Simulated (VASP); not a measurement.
# Si (Fd-3m) in VASP: further runs

Si is run at these levels: revPBE; tasks: single point, relaxation of cell and atoms.

All numbers are computed with VASP 6.6.1; they aren't measurements. Logs are shortened: lines on timing, memory, paths and dates and some standing lists are left out, and cuts for length are marked.

### Step 1. The cell of the first run

The structure is cubic, space group Fd-3m (No. 227). Conventional cell: a = 5.707 Å, b = 5.707 Å, c = 5.707 Å, α = 90.00°, β = 90.00°, γ = 90.00°. Si (site symmetry -43m) has 4 Si at 2.47 Å within 3.3 Å.

### Step 2. Single point, revPBE (volume scaled by 1.12)

File INCAR:

```
SYSTEM = Si
ALGO = Normal
EDIFF = 1E-7
ENCUT = 520
GGA = RE
ISIF = 2
ISMEAR = -1
LASPH = .TRUE.
LCHARG = .FALSE.
LREAL = .FALSE.
LWAVE = .FALSE.
NBANDS = 11
NELM = 60
PREC = Accurate
SIGMA = 0.05
```

File KPOINTS:

```
k-points
0
G
  9 9 9
  0 0 0
```

File POSCAR:

```
Si
1.0
    0.0000000000      2.8533238012      2.8533238012
    2.8533238012      0.0000000000      2.8533238012
    2.8533238012      2.8533238012      0.0000000000
Si
2
Direct
    0.5000000000      0.5000000000      0.5000000000
    0.7500000000      0.7500000000      0.7500000000
```

Potentials or basis: VASP PAW PBE potentials, release 64 (Si).

The run is started by

```console
> cat potpaw_PBE.64/Si/POTCAR > POTCAR
> mpirun -np 1 vasp_std > vasp.out
```

OUTCAR:

```text
SYSTEM = Si
   EDIFF = 1E-7
   ENCUT = 520
   GGA = RE
   ISIF = 2
   ISMEAR = -1
   LASPH = .TRUE.
   LREAL = .FALSE.
   NELM = 60
   PREC = Accurate

 ion  position               nearest neighbor table
   1  0.500  0.500  0.500-   2 2.47   2 2.47   2 2.47   2 2.47
   2  0.750  0.750  0.750-   1 2.47   1 2.47   1 2.47   1 2.47

  LATTYP: Found a face centered cubic cell.
 ALAT       =     5.7066476024

  Lattice vectors:

 A1 = (   0.0000000000,   2.8533238012,   2.8533238012)
 A2 = (   2.8533238012,   0.0000000000,   2.8533238012)
 A3 = (   2.8533238012,   2.8533238012,   0.0000000000)

Analysis of symmetry for initial positions (statically):
=====================================================================
 Subroutine PRICEL returns:
 Original cell was already a primitive cell.

 Routine SETGRP: Setting up the symmetry group for a
 face centered cubic supercell.

 Subroutine GETGRP returns: Found 48 space group operations
 (whereof 24 operations were pure point group operations)
 out of a pool of 48 trial point group operations.

The static configuration has the point symmetry T_d .
 The point group associated with its full space group is O_h .

Analysis of symmetry for dynamics (positions and initial velocities):
=====================================================================
 Subroutine PRICEL returns:
 Original cell was already a primitive cell.

 Routine SETGRP: Setting up the symmetry group for a
 face centered cubic supercell.

 Subroutine GETGRP returns: Found 48 space group operations
 (whereof 24 operations were pure point group operations)
 out of a pool of 48 trial point group operations.

The dynamic configuration has the point symmetry T_d .
 The point group associated with its full space group is O_h .

 Subroutine INISYM returns: Found 48 space group operations
 (whereof 24 operations are pure point group operations),
 and found     1 'primitive' translations

----------------------------------------------------------------------------------------

                                     Primitive cell

  volume of cell :      46.4604

  direct lattice vectors                    reciprocal lattice vectors
     0.000000000  2.853323801  2.853323801    -0.175234230  0.175234230  0.175234230
     2.853323801  0.000000000  2.853323801     0.175234230 -0.175234230  0.175234230
     2.853323801  2.853323801  0.000000000     0.175234230  0.175234230 -0.175234230

  length of vectors
     4.035209217  4.035209217  4.035209217     0.303514590  0.303514590  0.303514590

  position of ions in fractional coordinates (direct lattice)
     0.500000000  0.500000000  0.500000000
     0.750000000  0.750000000  0.750000000

  ion indices of the primitive-cell ions
   primitive index   ion index
                 1           1
                 2           2

----------------------------------------------------------------------------------------

 KPOINTS: k-points

Automatic generation of k-mesh.
 Grid dimensions read from file:
 generate k-points for:    9    9    9

 Generating k-lattice:

  Cartesian coordinates                     Fractional coordinates (reciprocal lattice)
    -0.019470470  0.019470470  0.019470470     0.111111111  0.000000000  0.000000000
     0.019470470 -0.019470470  0.019470470     0.000000000  0.111111111  0.000000000
     0.019470470  0.019470470 -0.019470470     0.000000000  0.000000000  0.111111111

  Length of vectors
     0.033723843  0.033723843  0.033723843

  Shift w.r.t. Gamma in fractional coordinates (k-lattice)
     0.000000000  0.000000000  0.000000000

 Subroutine IBZKPT returns following result:
 ===========================================

 Found     35 irreducible k-points:

 Following reciprocal coordinates:
            Coordinates               Weight
  0.000000  0.000000  0.000000      1.000000
  0.111111  0.000000  0.000000      8.000000
  0.222222  0.000000  0.000000      8.000000
  0.333333  0.000000  0.000000      8.000000
  0.444444  0.000000  0.000000      8.000000
  0.111111  0.111111  0.000000      6.000000
[... 16 lines left out ...]
 -0.333333  0.333333  0.000000     12.000000
  0.444444  0.444444  0.000000      6.000000
 [... further k-points ...]
   k-points           NKPTS =     35   k-points in BZ     NKDIM =     35   number of bands    NBANDS=     11
   number of dos      NEDOS =    301   number of ions     NIONS =      2
   total plane-waves  NPLWV =  27000
   dimension x,y,z NGX =    30 NGY =   30 NGZ =   30
   dimension x,y,z NGXF=    60 NGYF=   60 NGZF=   60
   ions per type =               2
   NGX,Y,Z   is equivalent  to a cutoff of  12.36, 12.36, 12.36 a.u.
   NGXF,Y,Z  is equivalent  to a cutoff of  24.72, 24.72, 24.72 a.u.
 SYSTEM =  Si
   PREC   = accura    normal or accurate (medium, high low for compatibility)
   ISTART =      0    job   : 0-new  1-cont  2-samecut
   ICHARG =      2    charge: 1-file 2-atom 10-const
   ISPIN  =      1    spin polarized calculation?
   LNONCOLLINEAR =      F non collinear calculations
   LSORBIT =      F    spin-orbit coupling
   LASPH  =      T    aspherical Exc in radial PAW
   ENCUT  =  520.0 eV  38.22 Ry    6.18 a.u.   7.50  7.50  7.50*2*pi/ulx,y,z
   NELM   =     60;   NELMIN=  2; NELMDL= -5     # of ELM steps
   EDIFF  = 0.1E-06   stopping-criterion for ELM
   LREAL  =      F    real-space projection
   EDIFFG = 0.1E-05   stopping-criterion for IOM
   NSW    =      0    number of steps for IOM
   IBRION =     -1    ionic relax: 0-MD 1-quasi-New 2-CG
   NFREE  =      0    steps in history (QN), initial steepest desc. (CG)
   ISIF   =      2    stress and relaxation
   ISYM   =      2    0-nonsym 1-usesym 2-fastsym
   POTIM  = 0.5000    time-step for ionic-motion
   TEBEG  =    0.0;   TEEND  =   0.0 temperature during run
   PSTRESS=    0.0 pullay stress
   NELECT =       8.0000    total number of electrons
   NUPDOWN=      -1.0000    fix difference up-down
   EMIN   =  10.00;   EMAX   =-10.00  energy-range for DOS
   EFERMI =   0.00;   METHOD = LEGACY
   ISMEAR =    -1;   SIGMA  =   0.05  broadening in eV -4-tet -1-fermi 0-gaus
   EFERMI_NEDOS =   21; number of points for ismear=-14 and -15
   IALGO  =     38    algorithm
   IMIX   =      4    mixing-type and parameters
     AMIX     =   0.40;   BMIX     =  1.00
     AMIX_MAG =   1.60;   BMIX_MAG =  1.00
  volume/ion in A,a.u.               =      23.23       156.77
  Fermi-wavevector in a.u.,A,eV,Ry     =   0.910774  1.721113 11.286149  0.829509
  Thomas-Fermi vector in A             =   2.034975
   LORBIT       =      0    0 simple, 1 ext, 2 COOP (PROOUT), +10 PAW based schemes
   GGA     = RE    functional components
   LHFCALC =     F    Hartree Fock is set to
   AEXX    =    0.0000 exact exchange contribution
   IVDW    =     0    specifies the selected vdW correction
   LEPSILON=     F    determine dielectric tensor
   LRPA    =     F    only Hartree local field effects (RPA)
 non-spin polarized calculation
  energy-cutoff  :      520.00
  volume of cell :       46.46
 maximum number of plane-waves:      1272
 NGX is ok and might be reduce to    30
   NGX = 15   NGY = 15   NGZ = 15

 number of electron       8.0000000 magnetization

 Free energy of the ion-electron system (eV)
  ---------------------------------------------------
  ext. energy  EPLUGINS =         0.00000000
  ---------------------------------------------------
  free energy    TOTEN  =       -10.29337584 eV

  energy without entropy =      -10.29337371  energy(sigma->0) =      -10.29337478

 E-fermi :   4.8957     XC(G=0):  -8.7535

 val. band max:        4.4742889085   @ k =   0.0000   0.0000   0.0000
 cond. band min:       5.3552286581   @ k =   0.4444   0.4444   0.0000
 fundamental gap:      0.8809397495
 Fermi energy:         4.8957246354

 k-point     1 :       0.0000    0.0000    0.0000
  band No.  band energies     occupation
      1      -6.5057      2.00000
      2       4.4743      1.99956
      3       4.4743      1.99956
      4       4.4743      1.99956
      5       6.3117      0.00000
      6       6.9710      0.00000
      7       6.9710      0.00000
      8       6.9710      0.00000
      9      12.0606      0.00000
     10      12.0664      0.00000
     11      12.0664      0.00000

 k-point     2 :       0.1111    0.0000    0.0000
  band No.  band energies     occupation
      1      -6.3642      2.00000
      2       3.1275      2.00000
      3       4.2714      1.99999
      4       4.2714      1.99999
      5       6.5029      0.00000
      6       7.2717      0.00000
      7       7.2717      0.00000
      8       7.9287      0.00000
      9      11.7178      0.00000
     10      11.7178      0.00000
     11      12.6271      0.00000

 k-point     3 :       0.2222    0.0000    0.0000
  band No.  band energies     occupation
      1      -5.9502      2.00000
      2       1.2417      2.00000
      3       3.8967      2.00000
      4       3.8967      2.00000
      5       6.1264      0.00000
      6       7.7692      0.00000
      7       7.7692      0.00000
      8       9.8358      0.00000
      9      11.5094      0.00000
     10      11.5094      0.00000
     11      13.2305      0.00000

 k-point     4 :       0.3333    0.0000    0.0000
  band No.  band energies     occupation
      1      -5.3126      2.00000
      2      -0.4493      2.00000
      3       3.5897      2.00000
      4       3.5897      2.00000
      5       5.7771      0.00000
      6       7.9292      0.00000
      7       7.9292      0.00000
      8      11.6181      0.00000
      9      12.2363      0.00000
     10      12.2363      0.00000
     11      12.9809      0.00000

 k-point     5 :       0.4444    0.0000    0.0000
  band No.  band energies     occupation
      1      -4.6574      2.00000
      2      -1.6451      2.00000
      3       3.4274      2.00000
      4       3.4274      2.00000
      5       5.5857      0.00000
      6       7.8677      0.00000
      7       7.8677      0.00000
      8      12.1030      0.00000
      9      13.7967      0.00000
     10      13.7967      0.00000
     11      14.1510      0.00000
[... 211 lines left out ...]
 k-point    21 :       0.4444    0.3333    0.0000
  band No.  band energies     occupation
      1      -4.1976      2.00000
      2      -1.3434      2.00000
      3       1.7934      2.00000
      4       2.2462      2.00000
      5       5.6769      0.00000
      6       6.6601      0.00000
      7      11.2896      0.00000
      8      11.4917      0.00000
      9      14.5431      0.00000
     10      15.1389      0.00000
     11      15.3645      0.00000

 k-point    22 :      -0.4444    0.3333    0.0000
  band No.  band energies     occupation
      1      -3.5327      2.00000
      2      -2.1160      2.00000
      3       1.0497      2.00000
      4       2.3359      2.00000
      5       5.8649      0.00000
      6       8.0526      0.00000
      7      11.0801      0.00000
      8      11.1900      0.00000
      9      13.0672      0.00000
     10      13.5495      0.00000
     11      16.8296      0.00000

 k-point    23 :      -0.3333    0.3333    0.0000
  band No.  band energies     occupation
      1      -3.6996      2.00000
      2      -1.9296      2.00000
      3       0.7482      2.00000
      4       2.6415      2.00000
      5       6.1834      0.00000
      6      10.0782      0.00000
      7      10.4478      0.00000
      8      10.9027      0.00000
      9      10.9966      0.00000
     10      12.0333      0.00000
     11      17.9168      0.00000

 k-point    24 :       0.4444    0.4444    0.0000
  band No.  band energies     occupation
      1      -3.6029      2.00000
      2      -2.1030      2.00000
      3       2.0456      2.00000
      4       2.0456      2.00000
      5       5.3552      0.00020
      6       5.7526      0.00000
      7      12.8877      0.00000
      8      12.8877      0.00000
      9      14.9603      0.00000
     10      15.4892      0.00000
     11      15.4895      0.00000

 [... further k-points ...]

------------------------ aborting loop because EDIFF is reached ----------------------------------------

  FORCE on cell =-STRESS in cart. coord.  units (eV):
  Direction    XX          YY          ZZ          XY          YZ          ZX
  --------------------------------------------------------------------------------------
  -------------------------------------------------------------------------------------
  Total       -2.2487610     -2.2487610     -2.2487610     -0.0000000      0.0000000     -0.0000000
  in kB      -77.5480188    -77.5480188    -77.5480188     -0.0000000      0.0000000     -0.0000000
  external PRESSURE =     -77.5480188 kB  Pullay stress =       0.0000000 kB

 VOLUME and BASIS-vectors are now :
 -----------------------------------------------------------------------------
  energy-cutoff  :      520.00
  volume of cell :       46.46
      direct lattice vectors                 reciprocal lattice vectors
     0.000000000  2.853323801  2.853323801    -0.175234230  0.175234230  0.175234230
     2.853323801  0.000000000  2.853323801     0.175234230 -0.175234230  0.175234230
     2.853323801  2.853323801  0.000000000     0.175234230  0.175234230 -0.175234230

 POSITION                                       TOTAL-FORCE (eV/Angst)
 -----------------------------------------------------------------------------------
      2.85332      2.85332      2.85332        -0.000000     -0.000000     -0.000000
      4.27999      4.27999      4.27999         0.000000      0.000000      0.000000
 -----------------------------------------------------------------------------------
    total drift:                                0.000000     -0.000000     -0.000000

  FREE ENERGIE OF THE ION-ELECTRON SYSTEM (eV)
  ---------------------------------------------------
  free  energy   TOTEN  =       -10.2933758405 eV

  energy  without entropy=      -10.2933737100  energy(sigma->0) =      -10.29337478
```

Wall time 7.5 s (1 thread of Intel Xeon 6975P-C (Granite Rapids), shared host); peak memory 0.16 GiB.

Results:

```yaml
Free_energy: -10.2934 eV
Pressure: -7.8 GPa
Band_gap_on_the_k_mesh: 0.88 eV, indirect (least direct gap 1.84 eV)
```

Caveat: the PAW data sets were made with another functional, which shifts forces and pressure a little. A k mesh can miss the band edges.

(Part 1 of 2 ends here.)
